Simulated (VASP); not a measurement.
# Ta2N (P-3m1) in VASP: a series of runs

Ta2N is run at these levels: PBEsol; tasks: single point.

Everything below comes from runs of VASP 6.6.1. Logs are shortened: lines on timing, memory, paths and dates and some standing lists are left out, and cuts for length are marked.

## Step 1: The cell of the first run

It takes space group P-3m1 (No. 164, trigonal). Conventional cell: a = 2.967 Å, b = 2.967 Å, c = 5.089 Å, α = 90.00°, β = 90.00°, γ = 120.00°. Within 2.8 Å of Ta (site symmetry 3m) lie 3 N at 2.14 Å. N (site symmetry -3m) has 6 Ta at 2.14 Å within 2.8 Å.

## Step 2: Single point, PBEsol (12.93 Å³/atom)

File INCAR:

```
SYSTEM = Ta2N
PREC = Accurate
ENCUT = 520
EDIFF = 1E-6
ISMEAR = 0
SIGMA = 0.15
LREAL = .FALSE.
LASPH = .TRUE.
NELM = 100
ALGO = Normal
ISIF = 2
LWAVE = .FALSE.
LCHARG = .TRUE.
GGA = PS
LELF = .TRUE.
LVHAR = .TRUE.
NBANDS = 20
```

File KPOINTS:

```
regular mesh
0
G
  18 18 10
  0 0 0
```

File POSCAR:

```
Ta2N
1.0
    2.9667829627      0.0000000000      0.0000000000
   -1.4833914813      2.5693094132      0.0000000000
    0.0000000000      0.0000000000      5.0892194942
Ta N
2 1
Direct
    0.6666666667      0.3333333333      0.7463700642
    0.3333333333      0.6666666667      0.2536299358
    0.0000000000      0.0000000000      0.0000000000
```

Potentials or basis: VASP PAW PBE potentials, release 64 (Ta_pv, N).

On the command line:

```console
$ cat potpaw_PBE.64/Ta_pv/POTCAR potpaw_PBE.64/N/POTCAR > POTCAR
$ mpirun -np 1 vasp_std > vasp.out
```

OUTCAR:

```text
SYSTEM = Ta2N
   PREC = Accurate
   ENCUT = 520
   EDIFF = 1E-6
   ISMEAR = 0
   LREAL = .FALSE.
   LASPH = .TRUE.
   NELM = 100
   ISIF = 2
   GGA = PS

 ion  position               nearest neighbor table
   1  0.667  0.333  0.746-   3 2.14   3 2.14   3 2.14   2 3.04   2 3.04   2 3.04   2 3.10   2 3.10
                             2 3.10
   2  0.333  0.667  0.254-   3 2.14   3 2.14   3 2.14   1 3.04   1 3.04   1 3.04   1 3.10   1 3.10
                             1 3.10
   3  0.000  0.000  0.000-   1 2.14   2 2.14   2 2.14   1 2.14   1 2.14   2 2.14

  LATTYP: Found a hexagonal cell.
 ALAT       =     2.9667829627
 C/A-ratio  =     1.7154000000

  Lattice vectors:

 A1 = (   2.9667829627,   0.0000000000,   0.0000000000)
 A2 = (  -1.4833914813,   2.5693094132,   0.0000000000)
 A3 = (   0.0000000000,   0.0000000000,   5.0892194942)

Analysis of symmetry for initial positions (statically):
=====================================================================
 Subroutine PRICEL returns:
 Original cell was already a primitive cell.

 Routine SETGRP: Setting up the symmetry group for a
 hexagonal supercell.

 Subroutine GETGRP returns: Found 12 space group operations
 (whereof 12 operations were pure point group operations)
 out of a pool of 24 trial point group operations.

The static configuration has the point symmetry D_3d.

Analysis of symmetry for dynamics (positions and initial velocities):
=====================================================================
 Subroutine PRICEL returns:
 Original cell was already a primitive cell.

 Routine SETGRP: Setting up the symmetry group for a
 hexagonal supercell.

 Subroutine GETGRP returns: Found 12 space group operations
 (whereof 12 operations were pure point group operations)
 out of a pool of 24 trial point group operations.

The dynamic configuration has the point symmetry D_3d.

 Subroutine INISYM returns: Found 12 space group operations
 (whereof 12 operations are pure point group operations),
 and found     1 'primitive' translations

----------------------------------------------------------------------------------------

                                     Primitive cell

  volume of cell :      38.7930

  direct lattice vectors                    reciprocal lattice vectors
     2.966782963  0.000000000  0.000000000     0.337065438  0.194604822  0.000000000
    -1.483391481  2.569309413  0.000000000     0.000000000  0.389209643  0.000000000
     0.000000000  0.000000000  5.089219494     0.000000000  0.000000000  0.196493785

  length of vectors
     2.966782963  2.966782963  5.089219494     0.389209643  0.389209643  0.196493785

  position of ions in fractional coordinates (direct lattice)
     0.666666667  0.333333333  0.746370064
     0.333333333  0.666666667  0.253629936
     0.000000000  0.000000000  0.000000000

  ion indices of the primitive-cell ions
   primitive index   ion index
                 1           1
                 2           2
                 3           3

----------------------------------------------------------------------------------------

 KPOINTS: regular mesh

Automatic generation of k-mesh.
 Grid dimensions read from file:
 generate k-points for:   18   18   10

 Generating k-lattice:

  Cartesian coordinates                     Fractional coordinates (reciprocal lattice)
     0.018725858  0.010811379  0.000000000     0.055555556  0.000000000  0.000000000
     0.000000000  0.021622758  0.000000000     0.000000000  0.055555556  0.000000000
     0.000000000  0.000000000  0.019649378     0.000000000  0.000000000  0.100000000

  Length of vectors
     0.021622758  0.021622758  0.019649378

  Shift w.r.t. Gamma in fractional coordinates (k-lattice)
     0.000000000  0.000000000  0.000000000

 Subroutine IBZKPT returns following result:
 ===========================================

 Found    330 irreducible k-points:

 Following reciprocal coordinates:
            Coordinates               Weight
  0.000000  0.000000  0.000000      1.000000
  0.055556  0.000000  0.000000      6.000000
  0.111111  0.000000  0.000000      6.000000
  0.166667  0.000000  0.000000      6.000000
  0.222222  0.000000  0.000000      6.000000
  0.277778  0.000000  0.000000      6.000000
[... 16 lines left out ...]
  0.333333  0.111111  0.000000     12.000000
  0.388889  0.111111  0.000000     12.000000
 [... further k-points ...]
   k-points           NKPTS =    330   k-points in BZ     NKDIM =    330   number of bands    NBANDS=     20
   number of dos      NEDOS =    301   number of ions     NIONS =      3
   total plane-waves  NPLWV =  23040
   dimension x,y,z NGX =    24 NGY =   24 NGZ =   40
   dimension x,y,z NGXF=    48 NGYF=   48 NGZF=   80
   ions per type =               2   1
   NGX,Y,Z   is equivalent  to a cutoff of  13.45, 13.45, 13.07 a.u.
   NGXF,Y,Z  is equivalent  to a cutoff of  26.90, 26.90, 26.13 a.u.
 SYSTEM =  Ta2N
   PREC   = accura    normal or accurate (medium, high low for compatibility)
   ISTART =      0    job   : 0-new  1-cont  2-samecut
   ICHARG =      2    charge: 1-file 2-atom 10-const
   ISPIN  =      1    spin polarized calculation?
   LNONCOLLINEAR =      F non collinear calculations
   LSORBIT =      F    spin-orbit coupling
   LASPH  =      T    aspherical Exc in radial PAW
   ENCUT  =  520.0 eV  38.22 Ry    6.18 a.u.   5.52  5.52  9.46*2*pi/ulx,y,z
   NELM   =    100;   NELMIN=  2; NELMDL= -5     # of ELM steps
   EDIFF  = 0.1E-05   stopping-criterion for ELM
   LREAL  =      F    real-space projection
[... 7 lines left out ...]
   TEBEG  =    0.0;   TEEND  =   0.0 temperature during run
   PSTRESS=    0.0 pullay stress
   NELECT =      27.0000    total number of electrons
   NUPDOWN=      -1.0000    fix difference up-down
   EMIN   =  10.00;   EMAX   =-10.00  energy-range for DOS
   EFERMI =   0.00;   METHOD = LEGACY
   ISMEAR =     0;   SIGMA  =   0.15  broadening in eV -4-tet -1-fermi 0-gaus
   EFERMI_NEDOS =   21; number of points for ismear=-14 and -15
   IALGO  =     38    algorithm
   IMIX   =      4    mixing-type and parameters
     AMIX     =   0.40;   BMIX     =  1.00
     AMIX_MAG =   1.60;   BMIX_MAG =  1.00
  volume/ion in A,a.u.               =      12.93        87.26
  Fermi-wavevector in a.u.,A,eV,Ry     =   1.450814  2.741640 28.638362  2.104860
  Thomas-Fermi vector in A             =   2.568383
   LORBIT       =      0    0 simple, 1 ext, 2 COOP (PROOUT), +10 PAW based schemes
   GGA     = PS    functional components
   LHFCALC =     F    Hartree Fock is set to
   AEXX    =    0.0000 exact exchange contribution
   IVDW    =     0    specifies the selected vdW correction
   LEPSILON=     F    determine dielectric tensor
   LRPA    =     F    only Hartree local field effects (RPA)
 non-spin polarized calculation
 Gauss-broadening in eV      SIGMA  =   0.15
  energy-cutoff  :      520.00
  volume of cell :       38.79
 maximum number of plane-waves:      1075
 NGX is ok and might be reduce to    24
   NGX = 11   NGY = 11   NGZ = 19

 number of electron      27.0000003 magnetization

 Free energy of the ion-electron system (eV)
  ---------------------------------------------------
  ext. energy  EPLUGINS =         0.00000000
  ---------------------------------------------------
  free energy    TOTEN  =       -36.33673243 eV

  energy without entropy =      -36.32264460  energy(sigma->0) =      -36.32968852

 E-fermi :   7.6768     XC(G=0): -13.2514

 val. band max:        7.6728618666   @ k =  -0.1667   0.5000   0.2000
 cond. band min:       7.6846892065   @ k =   0.0000   0.1667   0.4000
 fundamental gap:      0.0118273399
 Fermi energy:         7.6767514951

 k-point     1 :       0.0000    0.0000    0.0000
  band No.  band energies     occupation
      1     -27.8582      2.00000
      2     -26.8946      2.00000
      3     -26.8784      2.00000
      4     -26.8784      2.00000
      5     -26.7912      2.00000
      6     -26.7912      2.00000
[... 12 lines left out ...]
     19       9.0512      0.00000
     20      12.9259      0.00000

 k-point     2 :       0.0556    0.0000    0.0000
  band No.  band energies     occupation
      1     -27.8471      2.00000
      2     -26.9123      2.00000
      3     -26.8920      2.00000
      4     -26.8875      2.00000
      5     -26.8206      2.00000
      6     -26.7949      2.00000
[... 12 lines left out ...]
     19       9.4398      0.00000
     20      12.9410      0.00000

 k-point     3 :       0.1111    0.0000    0.0000
  band No.  band energies     occupation
      1     -27.8146      2.00000
      2     -26.9952      2.00000
      3     -26.9130      2.00000
      4     -26.9090      2.00000
      5     -26.8941      2.00000
      6     -26.8064      2.00000
[... 12 lines left out ...]
     19      10.1360      0.00000
     20      12.8597      0.00000

 k-point     4 :       0.1667    0.0000    0.0000
  band No.  band energies     occupation
      1     -27.7633      2.00000
      2     -27.1243      2.00000
      3     -27.0280      2.00000
      4     -26.9502      2.00000
      5     -26.9087      2.00000
      6     -26.8255      2.00000
[... 12 lines left out ...]
     19      11.0489      0.00000
     20      12.6443      0.00000

 k-point     5 :       0.2222    0.0000    0.0000
  band No.  band energies     occupation
      1     -27.6980      2.00000
      2     -27.2809      2.00000
      3     -27.1724      2.00000
      4     -26.9940      2.00000
      5     -26.9251      2.00000
      6     -26.8502      2.00000
[... 12 lines left out ...]
     19      11.9369      0.00000
     20      12.4456      0.00000
[... 353 lines left out ...]
      6     -26.9309      2.00000
[... 12 lines left out ...]
     19      12.3985      0.00000
     20      12.8596      0.00000

 k-point    22 :       0.2778    0.1111    0.0000
  band No.  band energies     occupation
      1     -27.6211      2.00000
      2     -27.4996      2.00000
      3     -27.4516      2.00000
      4     -27.1180      2.00000
      5     -26.9900      2.00000
      6     -26.9645      2.00000
[... 12 lines left out ...]
     19      12.4584      0.00000
     20      13.4313      0.00000

 k-point    23 :       0.3333    0.1111    0.0000
  band No.  band energies     occupation
      1     -27.7180      2.00000
      2     -27.5581      2.00000
      3     -27.4152      2.00000
      4     -27.1655      2.00000
      5     -27.0246      2.00000
      6     -26.9931      2.00000
[... 12 lines left out ...]
     19      12.5930      0.00000
     20      13.4928      0.00000

 k-point    24 :       0.3889    0.1111    0.0000
  band No.  band energies     occupation
      1     -27.7869      2.00000
      2     -27.6104      2.00000
      3     -27.3594      2.00000
      4     -27.1960      2.00000
      5     -27.0577      2.00000
      6     -27.0120      2.00000
[... 12 lines left out ...]
     19      12.7601      0.00000
     20      13.2297      0.00000

 [... further k-points ...]

------------------------ aborting loop because EDIFF is reached ----------------------------------------

  FORCE on cell =-STRESS in cart. coord.  units (eV):
  Direction    XX          YY          ZZ          XY          YZ          ZX
  --------------------------------------------------------------------------------------
  -------------------------------------------------------------------------------------
  Total        3.5005412      3.5005412     -1.1990348      0.0000000     -0.0000000      0.0000000
  in kB      144.5747348    144.5747348    -49.5209544      0.0000000     -0.0000000      0.0000000
  external PRESSURE =      79.8761717 kB  Pullay stress =       0.0000000 kB

 VOLUME and BASIS-vectors are now :
 -----------------------------------------------------------------------------
  energy-cutoff  :      520.00
  volume of cell :       38.79
      direct lattice vectors                 reciprocal lattice vectors
     2.966782963  0.000000000  0.000000000     0.337065438  0.194604822  0.000000000
    -1.483391481  2.569309413  0.000000000     0.000000000  0.389209643  0.000000000
     0.000000000  0.000000000  5.089219494     0.000000000  0.000000000  0.196493785

 POSITION                                       TOTAL-FORCE (eV/Angst)
 -----------------------------------------------------------------------------------
      1.48339      0.85644      3.79844         0.000000      0.000000     -0.894499
     -0.00000      1.71287      1.29078         0.000000      0.000000      0.894499
      0.00000      0.00000      0.00000        -0.000000      0.000000     -0.000000
 -----------------------------------------------------------------------------------
    total drift:                                0.000000     -0.000000      0.000000

  FREE ENERGIE OF THE ION-ELECTRON SYSTEM (eV)
  ---------------------------------------------------
  free  energy   TOTEN  =       -36.3367324313 eV

  energy  without entropy=      -36.3226446035  energy(sigma->0) =      -36.32968852
```

Run time: 3.8 min. Hardware: 1 thread of Intel Xeon Platinum 8175M at 2.50GHz (Skylake/Cascade Lake), shared host; peak memory 0.34 GiB.

What came out:

```
Free energy            : -36.3367 eV
Pressure               : 8.0 GPa
Largest force          : 0.894 eV/Å
Band gap on the k mesh : zero (an odd number of electrons rules out a gap without spin polarisation)
```

Forces on the atoms (eV/Å):
```
Ta   0.000  0.000 -0.894
Ta   0.000  0.000  0.894
N    0.000  0.000  0.000
```

Stress tensor (GPa, compression positive):
```
14.46  0.00  0.00
 0.00 14.46  0.00
 0.00  0.00 -4.95
```

Caveat: the cell stands under pressure; the PAW data sets were made with another functional, which shifts forces and pressure a little; spin-orbit coupling is left out, which moves the levels of the heavy elements.

## Step 3: Single point, PBEsol (12.93 Å³/atom)

File INCAR:

```
SYSTEM = Ta2N
PREC = Accurate ; ENCUT = 520
EDIFF = 1E-6 ; ISMEAR = 0
SIGMA = 0.15 ; LREAL = .False.
LASPH = .True. ; NELM = 80
ALGO = Normal ; ISIF = 2
LWAVE = .False. ; LCHARG = .True.
GGA = PS ; LELF = .True.
LVHAR = .True. ; NBANDS = 20
```

File KPOINTS:

```
Automatic mesh
0
Gamma
  18 18 10
  0 0 0
```

File POSCAR:

```
Ta2N
1.0
    3.0269676010      0.0000000000      0.0000000000
   -1.5134838005      2.6214308389      0.0000000000
    0.0000000000      0.0000000000      4.8888553724
Ta N
2 1
Direct
    0.6666666667      0.3333333333      0.7463700642
    0.3333333333      0.6666666667      0.2536299358
    0.0000000000      0.0000000000      0.0000000000
```

Potentials or basis: VASP PAW PBE potentials, release 64 (Ta_pv, N).

On the command line:

```console
$ cat potpaw_PBE.64/Ta_pv/POTCAR potpaw_PBE.64/N/POTCAR > POTCAR
$ mpirun -np 1 vasp_std > vasp.out
```

Run time: 4 min. Hardware: 1 thread of Intel Xeon Platinum 8175M at 2.50GHz (Skylake/Cascade Lake), shared host; peak memory 0.34 GiB.

The run converged. Its results:

```
Free energy            : -36.4635 eV
Pressure               : 7.2 GPa
Largest force          : 0.456 eV/Å
Band gap on the k mesh : zero (an odd number of electrons rules out a gap without spin polarisation)
```

Forces in eV/Å, atoms in the order of the input:
```
Ta   0.000  0.000 -0.456
Ta   0.000  0.000  0.456
N    0.000  0.000  0.000
```

Stress tensor (GPa, compression positive):
```
9.40 0.00 0.00
0.00 9.40 0.00
0.00 0.00 2.72
```

Levels at points of the mesh, in eV from the Fermi level:
```csv
k point,band 11,band 12,band 13,band 14,band 15,band 16
"(0.00, 0.00, 0.00)",-4.95,-1.01,-0.26,-0.26,0.33,0.53
"(0.50, 0.00, 0.00)",-4.82,-2.56,-1.25,1.52,2.33,4.15
"(0.00, 0.00, 0.50)",-3.16,-2.79,-1.06,-1.06,1.75,2.32
"(0.50, 0.00, 0.50)",-3.60,-2.08,-2.05,-0.35,0.95,3.79
```

Caveat: the cell stands under pressure; the PAW data sets were made with another functional, which shifts forces and pressure a little; spin-orbit coupling is left out, which moves the levels of the heavy elements.
